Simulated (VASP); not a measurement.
# TiGeSb (P4/nmm) in VASP: a series of runs, part 2 of 2

VASP 6.6.1.

### Step 4. Single point, LDA

This run uses another cell than the first one, of 19.76 Å³/atom, 1.053 times its volume.

INCAR reads:

```
SYSTEM = TiGeSb
PREC = Accurate
ENCUT = 520
EDIFF = 1E-7
ISMEAR = -1
SIGMA = 0.05
LREAL = .False.
LASPH = .True.
NELM = 60
ALGO = Normal
ISIF = 2
LWAVE = .False.
LCHARG = .False.
GGA = CA
NBANDS = 40
```

KPOINTS reads:

```
regular mesh
0
Gamma
  6 6 3
  0 0 0
```

POSCAR reads:

```
TiGeSb
1.0
    3.7668802935      0.0000000000      0.0000000000
    0.0000000000      3.7668802935      0.0000000000
    0.0000000000      0.0000000000      8.3571996830
Ti Ge Sb
2 2 2
Direct
    0.5000000000      0.0000000000      0.2487500000
    0.0000000000      0.5000000000      0.7512500000
    0.0000000000      0.0000000000      0.0000000000
    0.5000000000      0.5000000000      0.0000000000
    0.5000000000      0.0000000000      0.6155600000
    0.0000000000      0.5000000000      0.3844400000
```

Potentials or basis: VASP PAW LDA potentials, release 64 (Ti_sv, Ge_d, Sb).

Started as:

```sh
$ cat potpaw_LDA.64/Ti_sv/POTCAR potpaw_LDA.64/Ge_d/POTCAR potpaw_LDA.64/Sb/POTCAR > POTCAR
$ mpirun -np 1 vasp_std > vasp.out
```

OUTCAR:

```text
SYSTEM = TiGeSb
   PREC = Accurate
   ENCUT = 520
   EDIFF = 1E-7
   ISMEAR = -1
   LREAL = .False.
   LASPH = .True.
   NELM = 60
   ISIF = 2
   GGA = CA

 ion  position               nearest neighbor table
   1  0.500  0.000  0.249-   3 2.81   4 2.81   4 2.81   3 2.81   6 2.89   6 2.89   6 2.89   6 2.89
                             5 3.07
   2  0.000  0.500  0.751-   3 2.81   4 2.81   3 2.81   4 2.81   5 2.89   5 2.89   5 2.89   5 2.89
                             6 3.07
   3  0.000  0.000  0.000-   4 2.66   4 2.66   4 2.66   4 2.66   2 2.81   1 2.81   1 2.81   2 2.81

   4  0.500  0.500  0.000-   3 2.66   3 2.66   3 2.66   3 2.66   2 2.81   2 2.81   1 2.81   1 2.81

   5  0.500  0.000  0.616-   2 2.89   2 2.89   2 2.89   2 2.89   1 3.07   6 3.29   6 3.29   6 3.29
                             6 3.29
   6  0.000  0.500  0.384-   1 2.89   1 2.89   1 2.89   1 2.89   2 3.07   5 3.29   5 3.29   5 3.29
                             5 3.29

  LATTYP: Found a simple tetragonal cell.
 ALAT       =     3.7668802935
 C/A-ratio  =     2.2185997515

  Lattice vectors:

 A1 = (   3.7668802935,   0.0000000000,   0.0000000000)
 A2 = (   0.0000000000,   3.7668802935,   0.0000000000)
 A3 = (   0.0000000000,   0.0000000000,   8.3571996830)

Analysis of symmetry for initial positions (statically):
=====================================================================
 Subroutine PRICEL returns:
 Original cell was already a primitive cell.

 Routine SETGRP: Setting up the symmetry group for a
 simple tetragonal supercell.

 Subroutine GETGRP returns: Found 16 space group operations
 (whereof  8 operations were pure point group operations)
 out of a pool of 16 trial point group operations.

The static configuration has the point symmetry D_2d.
 The point group associated with its full space group is D_4h.

Analysis of symmetry for dynamics (positions and initial velocities):
=====================================================================
 Subroutine PRICEL returns:
 Original cell was already a primitive cell.

 Routine SETGRP: Setting up the symmetry group for a
 simple tetragonal supercell.

 Subroutine GETGRP returns: Found 16 space group operations
 (whereof  8 operations were pure point group operations)
 out of a pool of 16 trial point group operations.

The dynamic configuration has the point symmetry D_2d.
 The point group associated with its full space group is D_4h.

 Subroutine INISYM returns: Found 16 space group operations
 (whereof  8 operations are pure point group operations),
 and found     1 'primitive' translations

----------------------------------------------------------------------------------------

                                     Primitive cell

  volume of cell :     118.5835

  direct lattice vectors                    reciprocal lattice vectors
     3.766880293  0.000000000  0.000000000     0.265471669  0.000000000  0.000000000
     0.000000000  3.766880293  0.000000000     0.000000000  0.265471669  0.000000000
     0.000000000  0.000000000  8.357199683     0.000000000  0.000000000  0.119657306

  length of vectors
     3.766880293  3.766880293  8.357199683     0.265471669  0.265471669  0.119657306

  position of ions in fractional coordinates (direct lattice)
     0.500000000  0.000000000  0.248750000
     0.000000000  0.500000000  0.751250000
     0.000000000  0.000000000  0.000000000
[... 42 lines left out ...]
  0.166667  0.000000  0.000000      4.000000
  0.333333  0.000000  0.000000      4.000000
  0.500000  0.000000  0.000000      2.000000
  0.166667  0.166667  0.000000      4.000000
  0.333333  0.166667  0.000000      8.000000
[... 12 lines left out ...]
  0.500000  0.333333  0.333333      8.000000
  0.500000  0.500000  0.333333      2.000000
   k-points           NKPTS =     20   k-points in BZ     NKDIM =     20   number of bands    NBANDS=     40
   number of dos      NEDOS =    301   number of ions     NIONS =      6
   total plane-waves  NPLWV =  50176
   dimension x,y,z NGX =    28 NGY =   28 NGZ =   64
   dimension x,y,z NGXF=    56 NGYF=   56 NGZF=  128
   ions per type =               2   2   2
   NGX,Y,Z   is equivalent  to a cutoff of  12.36, 12.36, 12.73 a.u.
   NGXF,Y,Z  is equivalent  to a cutoff of  24.71, 24.71, 25.46 a.u.
 SYSTEM =  TiGeSb
   PREC   = accura    normal or accurate (medium, high low for compatibility)
   ISTART =      0    job   : 0-new  1-cont  2-samecut
   ICHARG =      2    charge: 1-file 2-atom 10-const
   ISPIN  =      1    spin polarized calculation?
   LNONCOLLINEAR =      F non collinear calculations
   LSORBIT =      F    spin-orbit coupling
   LASPH  =      T    aspherical Exc in radial PAW
   ENCUT  =  520.0 eV  38.22 Ry    6.18 a.u.   7.00  7.00 15.54*2*pi/ulx,y,z
   NELM   =     60;   NELMIN=  2; NELMDL= -5     # of ELM steps
   EDIFF  = 0.1E-06   stopping-criterion for ELM
   LREAL  =      F    real-space projection
   EDIFFG = 0.1E-05   stopping-criterion for IOM
   NSW    =      0    number of steps for IOM
   IBRION =     -1    ionic relax: 0-MD 1-quasi-New 2-CG
   NFREE  =      0    steps in history (QN), initial steepest desc. (CG)
   ISIF   =      2    stress and relaxation
   ISYM   =      2    0-nonsym 1-usesym 2-fastsym
   POTIM  = 0.5000    time-step for ionic-motion
   TEBEG  =    0.0;   TEEND  =   0.0 temperature during run
   PSTRESS=    0.0 pullay stress
   NELECT =      62.0000    total number of electrons
   NUPDOWN=      -1.0000    fix difference up-down
   EMIN   =  10.00;   EMAX   =-10.00  energy-range for DOS
   EFERMI =   0.00;   METHOD = LEGACY
   ISMEAR =    -1;   SIGMA  =   0.05  broadening in eV -4-tet -1-fermi 0-gaus
   EFERMI_NEDOS =   21; number of points for ismear=-14 and -15
   IALGO  =     38    algorithm
   IMIX   =      4    mixing-type and parameters
     AMIX     =   0.40;   BMIX     =  1.00
     AMIX_MAG =   1.60;   BMIX_MAG =  1.00
  volume/ion in A,a.u.               =      19.76       133.37
  Fermi-wavevector in a.u.,A,eV,Ry     =   1.318856  2.492276 23.665704  1.739380
  Thomas-Fermi vector in A             =   2.448796
   LORBIT       =      0    0 simple, 1 ext, 2 COOP (PROOUT), +10 PAW based schemes
   GGA     = CA    functional components
   LHFCALC =     F    Hartree Fock is set to
   AEXX    =    0.0000 exact exchange contribution
   IVDW    =     0    specifies the selected vdW correction
   LEPSILON=     F    determine dielectric tensor
   LRPA    =     F    only Hartree local field effects (RPA)
 non-spin polarized calculation
  energy-cutoff  :      520.00
  volume of cell :      118.58
 maximum number of plane-waves:      3216
   NGX = 15   NGY = 15   NGZ = 31

 number of electron      61.9999979 magnetization

 Free energy of the ion-electron system (eV)
  ---------------------------------------------------
  ext. energy  EPLUGINS =         0.00000000
  ---------------------------------------------------
  free energy    TOTEN  =       -39.97064402 eV

  energy without entropy =      -39.95328145  energy(sigma->0) =      -39.96196274

 E-fermi :   8.1478     XC(G=0): -11.3907

 val. band max:        8.1296248605   @ k =   0.1667   0.1667   0.0000
 cond. band min:       8.2515041389   @ k =   0.1667   0.0000   0.0000
 fundamental gap:      0.1218792784
 Fermi energy:         8.1477864220

 k-point     1 :       0.0000    0.0000    0.0000
  band No.  band energies     occupation
      1     -48.0871      2.00000
      2     -48.0870      2.00000
      3     -24.7438      2.00000
      4     -24.7438      2.00000
      5     -24.7435      2.00000
      6     -24.7435      2.00000
[... 849 lines left out ...]
     39      10.8550      0.00000
     40      10.8550      0.00000

------------------------ aborting loop because EDIFF is reached ----------------------------------------

  FORCE on cell =-STRESS in cart. coord.  units (eV):
  Direction    XX          YY          ZZ          XY          YZ          ZX
  --------------------------------------------------------------------------------------
  -------------------------------------------------------------------------------------
  Total       -6.9653799     -6.9653799     -6.9333086      0.0000000      0.0000000     -0.0000000
  in kB      -94.1089593    -94.1089593    -93.6756453      0.0000000      0.0000000     -0.0000000
  external PRESSURE =     -93.9645213 kB  Pullay stress =       0.0000000 kB

 VOLUME and BASIS-vectors are now :
 -----------------------------------------------------------------------------
  energy-cutoff  :      520.00
  volume of cell :      118.58
      direct lattice vectors                 reciprocal lattice vectors
     3.766880293  0.000000000  0.000000000     0.265471669  0.000000000  0.000000000
     0.000000000  3.766880293  0.000000000     0.000000000  0.265471669  0.000000000
     0.000000000  0.000000000  8.357199683     0.000000000  0.000000000  0.119657306

 POSITION                                       TOTAL-FORCE (eV/Angst)
 -----------------------------------------------------------------------------------
      1.88344      0.00000      2.07885         0.000000     -0.000000     -0.150311
      0.00000      1.88344      6.27835         0.000000     -0.000000      0.150311
      0.00000      0.00000      0.00000         0.000000     -0.000000      0.000000
      1.88344      1.88344      0.00000        -0.000000      0.000000      0.000000
      1.88344      0.00000      5.14436         0.000000      0.000000      0.119918
      0.00000      1.88344      3.21284         0.000000     -0.000000     -0.119918
 -----------------------------------------------------------------------------------
    total drift:                                0.000000      0.000000      0.000000

  FREE ENERGIE OF THE ION-ELECTRON SYSTEM (eV)
  ---------------------------------------------------
  free  energy   TOTEN  =       -39.9706440175 eV

  energy  without entropy=      -39.9532814535  energy(sigma->0) =      -39.96196274
```

It took 44 s on 1 thread of Intel Xeon 6975P-C (Granite Rapids), shared host; peak memory 0.23 GiB.

What came out:

- Free energy: -39.9706 eV
- Pressure: -9.4 GPa
- Largest force: 0.150 eV/Å
- Band gap on the k mesh: zero (band 31 reaches 8.85 eV, above the bottom of band 32 at 6.77 eV)

Forces on the atoms (eV/Å):
```
Ti   0.000  0.000 -0.150
Ti   0.000  0.000  0.150
Ge   0.000  0.000  0.000
Ge   0.000  0.000  0.000
Sb   0.000  0.000  0.120
Sb   0.000  0.000 -0.120
```

Levels at points of the mesh, in eV from the Fermi level:
| k point | band 28 | band 29 | band 30 | band 31 | band 32 | band 33 | band 34 | band 35 |
| --- | --- | --- | --- | --- | --- | --- | --- | --- |
| (0.00, 0.00, 0.00) | -1.31 | -1.00 | 0.30 | 0.44 | 0.44 | 0.59 | 1.09 | 1.13 |
| (0.50, 0.00, 0.00) | -0.99 | -0.95 | -0.95 | -0.07 | -0.07 | 1.52 | 1.52 | 1.93 |
| (0.50, 0.50, 0.00) | -2.18 | -2.02 | -2.02 | -1.22 | -1.22 | 1.71 | 1.71 | 1.93 |

Caveat: spin-orbit coupling is left out, which moves the levels of the heavy elements.

### Step 5. Single point, LDA

This run uses another cell than the first one, of 20.26 Å³/atom, 1.080 times its volume.

INCAR reads:

```
PREC = Accurate ; ENCUT = 520
EDIFF = 1E-7 ; ISMEAR = -1
SIGMA = 0.05 ; LREAL = False
LASPH = True ; NELM = 60
ALGO = Normal ; ISIF = 2
LWAVE = False ; LCHARG = True
LELF = True ; LVHAR = True
NBANDS = 40
```

KPOINTS reads:

```
Automatic mesh
0
Gamma
  6 6 3
```

Edit POSCAR of step 4 so:

```diff
@@ -2,5 +2,5 @@
 1.0
-    3.7668802935      0.0000000000      0.0000000000
-    0.0000000000      3.7668802935      0.0000000000
-    0.0000000000      0.0000000000      8.3571996830
+    3.7984037699      0.0000000000      0.0000000000
+    0.0000000000      3.7984037699      0.0000000000
+    0.0000000000      0.0000000000      8.4271376599
 Ti Ge Sb
```

Started as:

```sh
$ cat potpaw_LDA.64/Ti_sv/POTCAR potpaw_LDA.64/Ge_d/POTCAR potpaw_LDA.64/Sb/POTCAR > POTCAR
$ mpirun -np 1 vasp_std > vasp.out
```

It took 56 s on 1 thread of Intel Xeon 6975P-C (Granite Rapids), shared host; peak memory 0.24 GiB.

It converged, with:

* Free energy: -39.7791 eV
* Pressure: -11.1 GPa
* Largest force: 0.155 eV/Å
* Band gap on the k mesh: zero (band 31 reaches 8.51 eV, above the bottom of band 32 at 6.52 eV)

Forces in eV/Å, atoms in the order of the input:
```
Ti   0.000  0.000 -0.155
Ti   0.000  0.000  0.155
Ge   0.000  0.000  0.000
Ge   0.000  0.000  0.000
Sb   0.000  0.000  0.132
Sb   0.000  0.000 -0.132
```

Levels at points of the mesh, in eV from the Fermi level:
```tsv
k point	band 27	band 28	band 29	band 30	band 31	band 32	band 33	band 34	band 35	band 36
(0.00, 0.00, 0.00)	-1.28	-1.28	-0.96	0.30	0.43	0.43	0.54	1.06	1.09	1.21
(0.50, 0.00, 0.00)	-0.96	-0.96	-0.93	-0.93	-0.07	-0.07	1.46	1.46	1.85	1.85
(0.50, 0.50, 0.00)	-2.13	-2.13	-1.98	-1.98	-1.18	-1.18	1.65	1.65	1.86	1.86
```

Caveat: spin-orbit coupling is left out, which moves the levels of the heavy elements.

### Step 6. The runs side by side

```tsv
cell	gap on the mesh (eV)	pressure (GPa)	largest force (eV/Å)
a = 3.702, b = 3.702, c = 8.214 Å, 6 atoms	none	-5.1	0.14
a = 3.735, b = 3.735, c = 8.286 Å, 6 atoms	none	-7.4	0.14
a = 3.767, b = 3.767, c = 8.357 Å, 6 atoms	none	-9.4	0.15
a = 3.798, b = 3.798, c = 8.427 Å, 6 atoms	none	-11.1	0.16
```

Alike in all rows: task single point; level LDA; potentials or basis VASP PAW LDA potentials, release 64 (Ti_sv, Ge_d, Sb); no spin polarisation; k mesh 6 × 6 × 3; cutoff (eV) 520; smearing fermi-dirac 0.05 eV.

Caveats: spin-orbit coupling is left out, which moves the levels of the heavy elements.

Absolute energies hang on the potentials; compare differences alone.
